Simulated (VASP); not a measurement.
Wanted: the native input for a VASP 6.6.1 run.

| Property | Result |
| --- | --- |
| Task | single point |
| Functional | PBEsol |
| Potentials or basis | VASP PAW PBE potentials, release 64 (V_sv, H) |
| Cutoff | 500 eV |
| k mesh | 5 × 5 × 5 |
| Occupations | methfessel-paxton, width 0.1 eV |
| Spin | collinear spin, ferromagnetic start |
| Starting moments | [0.68, 0.01, 0.01] μB |
| Fixed moment | 0.9 μB |
| Dipole correction | no |
| Further INCAR settings | ALGO = Normal; EDIFF = 1e-06; NBANDS = 18 |

The structure of VH2 lies in POSCAR:

```
VH2
1.0
    0.0000000000      2.1355000000      2.1355000000
    2.1355000000      0.0000000000      2.1355000000
    2.1355000000      2.1355000000      0.0000000000
V H
1 2
Direct
    0.0000000000      0.0000000000      0.0000000000
    0.2500000000      0.2500000000      0.2500000000
    0.7500000000      0.7500000000      0.7500000000
```

One way to write it, as run:

INCAR

```
SYSTEM = VH2
ALGO = Normal
EDIFF = 1E-6
ENCUT = 500
GGA = PS
GGA_COMPAT = .FALSE.
ISIF = 2
ISMEAR = 1
ISPIN = 2
LASPH = .TRUE.
LCHARG = .TRUE.
LELF = .TRUE.
LMAXMIX = 4
LORBIT = 11
LREAL = .FALSE.
LVHAR = .TRUE.
LWAVE = .FALSE.
MAGMOM = 0.68 0.01 0.01
NBANDS = 18
NELM = 200
NUPDOWN = 0.9
PREC = Accurate
SIGMA = 0.1
```

KPOINTS

```
k-points
0
G
  5 5 5
  0 0 0
```

Potentials or basis: VASP PAW PBE potentials, release 64 (V_sv, H).

The run is started by

```bash
$ cat potpaw_PBE.64/V_sv/POTCAR potpaw_PBE.64/H/POTCAR > POTCAR
$ mpirun -np 1 vasp_std > vasp.out
```

Results of the run:

* Pressure: -10.0 GPa
* Net moment: 0.90 μB per cell
* Site moments: V +0.84; H -0.01 μB
* Valence electrons inside the program's atomic spheres: V 11.59; H 0.59

Caveat: the k points lie up to 0.51 Å⁻¹ apart; the PAW data sets were made with another functional, which shifts forces and pressure a little; the total moment is fixed, so each spin has its own Fermi level.

Run time: 21 s on 1 thread of Intel Xeon 8259CL, with other jobs on the host, peak memory 0.15 GiB.
